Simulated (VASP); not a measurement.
# SiSb (Cmcm) in VASP: single point with PBEsol

Aim: the single point of SiSb with PBEsol.

Program: VASP 6.6.1. These are calculated values, not measurements. Logs are shortened: lines on timing, memory, paths and dates and some standing lists are left out, and cuts for length are marked.

**1. The cell of the first run**

Symmetry: Cmcm, No. 63, orthorhombic system. The conventional cell has a = 4.627 Å, b = 10.882 Å, c = 3.941 Å, α = 90.00°, β = 90.00°, γ = 90.00°. Si (site symmetry m2m) has 2 Si at 2.49 Å and 7 Sb at 3.13 to 3.25 Å within 3.3 Å. Within 4.1 Å of Sb (site symmetry m2m) lie 7 Si at 3.13 to 3.25 Å and 8 Sb at 3.63 to 3.94 Å.

**2. Single point, PBEsol**

Input file INCAR:

```
SYSTEM = SiSb
PREC = Accurate
ENCUT = 520
EDIFF = 1E-6
ISMEAR = 0
SIGMA = 0.0741
LREAL = .False.
LASPH = .True.
NELM = 80
ALGO = Normal
ISIF = 2
LWAVE = .False.
LCHARG = .False.
GGA = PS
NBANDS = 17
```

Input file KPOINTS:

```
regular mesh
0
Gamma
  9 8 8
  0 0 0
```

Input file POSCAR:

```
SiSb
1.0
   -3.9413890000      0.0000000000      0.0000000000
    0.0000000000     -4.6268480000      0.0000000000
    0.0000000000      2.3134240000      5.4408300000
Si Sb
2 2
Direct
    0.7500000000      0.0700000000      0.1400000000
    0.2500000000      0.9300000000      0.8600000000
    0.7500000000      0.3600000000      0.7200000000
    0.2500000000      0.6400000000      0.2800000000
```

Potentials or basis: VASP PAW PBE potentials, release 64 (Si, Sb).

Run with:

```bash
> cat potpaw_PBE.64/Si/POTCAR potpaw_PBE.64/Sb/POTCAR > POTCAR
> mpirun -np 1 vasp_std > vasp.out
```

OUTCAR:

```text
SYSTEM = SiSb
   PREC = Accurate
   ENCUT = 520
   EDIFF = 1E-6
   ISMEAR = 0
   LREAL = .False.
   LASPH = .True.
   NELM = 80
   ISIF = 2
   GGA = PS

 ion  position               nearest neighbor table
   1  0.750  0.070  0.140-   2 2.49   2 2.49   4 3.13   4 3.13   4 3.13   4 3.13   3 3.16   3 3.25
                             3 3.25
   2  0.250  0.930  0.860-   1 2.49   1 2.49   3 3.13   3 3.13   3 3.13   3 3.13   4 3.16   4 3.25
                             4 3.25
   3  0.750  0.360  0.720-   2 3.13   2 3.13   2 3.13   2 3.13   1 3.16   1 3.25   1 3.25   4 3.63
                             4 3.63
   4  0.250  0.640  0.280-   1 3.13   1 3.13   1 3.13   1 3.13   2 3.16   2 3.25   2 3.25   3 3.63
                             3 3.63

  LATTYP: Found a base centered orthorhombic cell.
 ALAT       =     4.6268480000
 B/A-ratio  =     2.3518516277
 C/A-ratio  =     0.8518518438

  Lattice vectors:

 A1 = (   0.0000000000,  -2.3134240000,  -5.4408300000)
 A2 = (   0.0000000000,  -2.3134240000,   5.4408300000)
 A3 = (  -3.9413890000,   0.0000000000,   0.0000000000)

Analysis of symmetry for initial positions (statically):
=====================================================================
 Subroutine PRICEL returns:
 Original cell was already a primitive cell.

 Routine SETGRP: Setting up the symmetry group for a
 base centered orthorhombic supercell.

 Subroutine GETGRP returns: Found  8 space group operations
 (whereof  4 operations were pure point group operations)
 out of a pool of  8 trial point group operations.

The static configuration has the point symmetry C_2h.
 The point group associated with its full space group is D_2h.

Analysis of symmetry for dynamics (positions and initial velocities):
=====================================================================
 Subroutine PRICEL returns:
 Original cell was already a primitive cell.

 Routine SETGRP: Setting up the symmetry group for a
 base centered orthorhombic supercell.

 Subroutine GETGRP returns: Found  8 space group operations
 (whereof  4 operations were pure point group operations)
 out of a pool of  8 trial point group operations.

The dynamic configuration has the point symmetry C_2h.
 The point group associated with its full space group is D_2h.

 Subroutine INISYM returns: Found  8 space group operations
 (whereof  4 operations are pure point group operations),
 and found     1 'primitive' translations

----------------------------------------------------------------------------------------

                                     Primitive cell

  volume of cell :      99.2201

  direct lattice vectors                    reciprocal lattice vectors
    -3.941389000  0.000000000  0.000000000    -0.253717661  0.000000000  0.000000000
     0.000000000 -4.626848000  0.000000000     0.000000000 -0.216129858  0.091897744
     0.000000000  2.313424000  5.440830000     0.000000000  0.000000000  0.183795487

  length of vectors
     3.941389000  4.626848000  5.912238298     0.253717661  0.234855936  0.183795487

  position of ions in fractional coordinates (direct lattice)
     0.750000000  0.070000000  0.140000000
     0.250000000  0.930000000  0.860000000
     0.750000000  0.360000000  0.720000000
     0.250000000  0.640000000  0.280000000

  ion indices of the primitive-cell ions
   primitive index   ion index
                 1           1
                 2           2
                 3           3
                 4           4

----------------------------------------------------------------------------------------

 KPOINTS: regular mesh

Automatic generation of k-mesh.
 Grid dimensions read from file:
 generate k-points for:    9    8    8

 Generating k-lattice:

  Cartesian coordinates                     Fractional coordinates (reciprocal lattice)
    -0.028190851  0.000000000  0.000000000     0.111111111  0.000000000  0.000000000
     0.000000000 -0.027016232  0.011487218     0.000000000  0.125000000  0.000000000
     0.000000000  0.000000000  0.022974436     0.000000000  0.000000000  0.125000000

  Length of vectors
     0.028190851  0.029356992  0.022974436

  Shift w.r.t. Gamma in fractional coordinates (k-lattice)
     0.000000000  0.000000000  0.000000000

 Subroutine IBZKPT returns following result:
 ===========================================

 Found    105 irreducible k-points:

 Following reciprocal coordinates:
            Coordinates               Weight
  0.000000  0.000000  0.000000      1.000000
  0.111111  0.000000  0.000000      2.000000
  0.222222  0.000000  0.000000      2.000000
  0.333333  0.000000  0.000000      2.000000
  0.444444  0.000000  0.000000      2.000000
  0.000000  0.125000 -0.000000      4.000000
[... 16 lines left out ...]
  0.222222  0.500000 -0.000000      4.000000
  0.333333  0.500000 -0.000000      4.000000
 [... further k-points ...]
   k-points           NKPTS =    105   k-points in BZ     NKDIM =    105   number of bands    NBANDS=     17
   number of dos      NEDOS =    301   number of ions     NIONS =      4
   total plane-waves  NPLWV =  51840
   dimension x,y,z NGX =    30 NGY =   36 NGZ =   48
   dimension x,y,z NGXF=    60 NGYF=   72 NGZF=   96
   ions per type =               2   2
   NGX,Y,Z   is equivalent  to a cutoff of  12.65, 12.94, 13.50 a.u.
   NGXF,Y,Z  is equivalent  to a cutoff of  25.31, 25.87, 26.99 a.u.
 SYSTEM =  SiSb
   PREC   = accura    normal or accurate (medium, high low for compatibility)
   ISTART =      0    job   : 0-new  1-cont  2-samecut
   ICHARG =      2    charge: 1-file 2-atom 10-const
   ISPIN  =      1    spin polarized calculation?
   LNONCOLLINEAR =      F non collinear calculations
   LSORBIT =      F    spin-orbit coupling
   LASPH  =      T    aspherical Exc in radial PAW
   ENCUT  =  520.0 eV  38.22 Ry    6.18 a.u.   7.33  8.60 10.99*2*pi/ulx,y,z
   NELM   =     80;   NELMIN=  2; NELMDL= -5     # of ELM steps
   EDIFF  = 0.1E-05   stopping-criterion for ELM
   LREAL  =      F    real-space projection
   EDIFFG = 0.1E-04   stopping-criterion for IOM
   NSW    =      0    number of steps for IOM
   IBRION =     -1    ionic relax: 0-MD 1-quasi-New 2-CG
   NFREE  =      0    steps in history (QN), initial steepest desc. (CG)
   ISIF   =      2    stress and relaxation
   ISYM   =      2    0-nonsym 1-usesym 2-fastsym
   POTIM  = 0.5000    time-step for ionic-motion
   TEBEG  =    0.0;   TEEND  =   0.0 temperature during run
   PSTRESS=    0.0 pullay stress
   NELECT =      18.0000    total number of electrons
   NUPDOWN=      -1.0000    fix difference up-down
   EMIN   =  10.00;   EMAX   =-10.00  energy-range for DOS
   EFERMI =   0.00;   METHOD = LEGACY
   ISMEAR =     0;   SIGMA  =   0.07  broadening in eV -4-tet -1-fermi 0-gaus
   EFERMI_NEDOS =   21; number of points for ismear=-14 and -15
   IALGO  =     38    algorithm
   IMIX   =      4    mixing-type and parameters
     AMIX     =   0.40;   BMIX     =  1.00
     AMIX_MAG =   1.60;   BMIX_MAG =  1.00
  volume/ion in A,a.u.               =      24.81       167.39
  Fermi-wavevector in a.u.,A,eV,Ry     =   0.926757  1.751316 11.685746  0.858878
  Thomas-Fermi vector in A             =   2.052753
   LORBIT       =      0    0 simple, 1 ext, 2 COOP (PROOUT), +10 PAW based schemes
   GGA     = PS    functional components
   LHFCALC =     F    Hartree Fock is set to
   AEXX    =    0.0000 exact exchange contribution
   IVDW    =     0    specifies the selected vdW correction
   LEPSILON=     F    determine dielectric tensor
   LRPA    =     F    only Hartree local field effects (RPA)
 non-spin polarized calculation
 Gauss-broadening in eV      SIGMA  =   0.07
  energy-cutoff  :      520.00
  volume of cell :       99.22
 maximum number of plane-waves:      2708
 NGX is ok and might be reduce to    30
   NGX = 15   NGY = 17   NGZ = 21

 number of electron      18.0000001 magnetization

 Free energy of the ion-electron system (eV)
  ---------------------------------------------------
  ext. energy  EPLUGINS =         0.00000000
  ---------------------------------------------------
  free energy    TOTEN  =       -18.64067384 eV

  energy without entropy =      -18.63528940  energy(sigma->0) =      -18.63798162

 E-fermi :   6.6935     XC(G=0):  -9.8795

 val. band max:        6.6918070522   @ k =   0.1111   0.1250   0.3750
 cond. band min:       6.7221074687   @ k =   0.1111   0.2500  -0.0000
 fundamental gap:      0.0303004165
 Fermi energy:         6.6935015225

 k-point     1 :       0.0000    0.0000    0.0000
  band No.  band energies     occupation
      1      -5.4812      2.00000
      2      -1.6643      2.00000
      3      -0.3628      2.00000
      4       2.1913      2.00000
      5       2.9996      2.00000
      6       3.0187      2.00000
[... 9 lines left out ...]
     16      12.1166      0.00000
     17      12.8009      0.00000

 k-point     2 :       0.1111    0.0000    0.0000
  band No.  band energies     occupation
      1      -5.3693      2.00000
      2      -1.6244      2.00000
      3      -0.2768      2.00000
      4       1.6301      2.00000
      5       3.0642      2.00000
      6       3.1334      2.00000
[... 9 lines left out ...]
     16      11.6374      0.00000
     17      13.4883      0.00000

 k-point     3 :       0.2222    0.0000    0.0000
  band No.  band energies     occupation
      1      -5.0356      2.00000
      2      -1.6076      2.00000
      3      -0.0363      2.00000
      4       0.6535      2.00000
      5       3.1976      2.00000
      6       3.4756      2.00000
[... 9 lines left out ...]
     16      11.6457      0.00000
     17      13.6893      0.00000

 k-point     4 :       0.3333    0.0000    0.0000
  band No.  band energies     occupation
      1      -4.4878      2.00000
      2      -2.0034      2.00000
      3       0.1811      2.00000
      4       0.2832      2.00000
      5       3.1732      2.00000
      6       3.7271      2.00000
[... 9 lines left out ...]
     16      12.4510      0.00000
     17      13.6662      0.00000
[... 343 lines left out ...]
      1      -3.5178      2.00000
      2      -3.4459      2.00000
      3      -1.9302      2.00000
      4       0.6183      2.00000
      5       3.7840      2.00000
      6       4.4769      2.00000
[... 9 lines left out ...]
     16      11.2177      0.00000
     17      13.2722      0.00000

 k-point    23 :       0.2222    0.5000   -0.0000
  band No.  band energies     occupation
      1      -3.2377      2.00000
      2      -3.1211      2.00000
      3      -1.7655      2.00000
      4       0.8031      2.00000
      5       2.3879      2.00000
      6       3.8031      2.00000
[... 9 lines left out ...]
     16      12.1166      0.00000
     17      13.3070      0.00000

 k-point    24 :       0.3333    0.5000   -0.0000
  band No.  band energies     occupation
      1      -2.8116      2.00000
      2      -2.6116      2.00000
      3      -1.5904      2.00000
      4       0.3887      2.00000
      5       1.9641      2.00000
      6       2.7977      2.00000
[... 9 lines left out ...]
     16      12.7623      0.00000
     17      14.1356      0.00000

 [... further k-points ...]
[... 5 lines left out ...]
  --------------------------------------------------------------------------------------
  -------------------------------------------------------------------------------------
  Total       -5.5381091     -4.0830351     -4.5931094      0.0000000      0.0000000     -0.0000000
  in kB      -89.4277691    -65.9316591    -74.1681904      0.0000000      0.0000000     -0.0000000
  external PRESSURE =     -76.5092062 kB  Pullay stress =       0.0000000 kB

 VOLUME and BASIS-vectors are now :
 -----------------------------------------------------------------------------
  energy-cutoff  :      520.00
  volume of cell :       99.22
      direct lattice vectors                 reciprocal lattice vectors
    -3.941389000  0.000000000  0.000000000    -0.253717661  0.000000000  0.000000000
     0.000000000 -4.626848000  0.000000000     0.000000000 -0.216129858  0.091897744
     0.000000000  2.313424000  5.440830000     0.000000000  0.000000000  0.183795487

 POSITION                                       TOTAL-FORCE (eV/Angst)
 -----------------------------------------------------------------------------------
     -2.95604      0.00000      0.76172         0.000000     -0.000000      0.395949
     -0.98535     -2.31342      4.67911         0.000000      0.000000     -0.395949
     -2.95604      0.00000      3.91740         0.000000     -0.000000     -0.139810
     -0.98535     -2.31342      1.52343         0.000000      0.000000      0.139810
 -----------------------------------------------------------------------------------
    total drift:                                0.000000      0.000000     -0.000000

  FREE ENERGIE OF THE ION-ELECTRON SYSTEM (eV)
  ---------------------------------------------------
  free  energy   TOTEN  =       -18.6406738417 eV

  energy  without entropy=      -18.6352893967  energy(sigma->0) =      -18.63798162
```

It took 1.9 min on 1 thread of Intel Xeon 6975P-C, shared host; peak memory 0.32 GiB.

Results:

```yaml
Free_energy: -18.6407 eV
Pressure: -7.7 GPa
Largest_force: 0.396 eV/Å
Band_gap_on_the_k_mesh: zero (band 9 reaches 7.70 eV, above the bottom of band 10 at 5.15 eV)
```

Forces on the atoms (eV/Å):
```
Si   0.000  0.000  0.396
Si   0.000  0.000 -0.396
Sb   0.000  0.000 -0.140
Sb   0.000  0.000  0.140
```

Stress tensor (GPa, compression positive):
```
-8.94  0.00  0.00
 0.00 -6.59  0.00
 0.00  0.00 -7.42
```

Caveat: the PAW data sets were made with another functional, which shifts forces and pressure a little; spin-orbit coupling is left out, which moves the levels of the heavy elements.
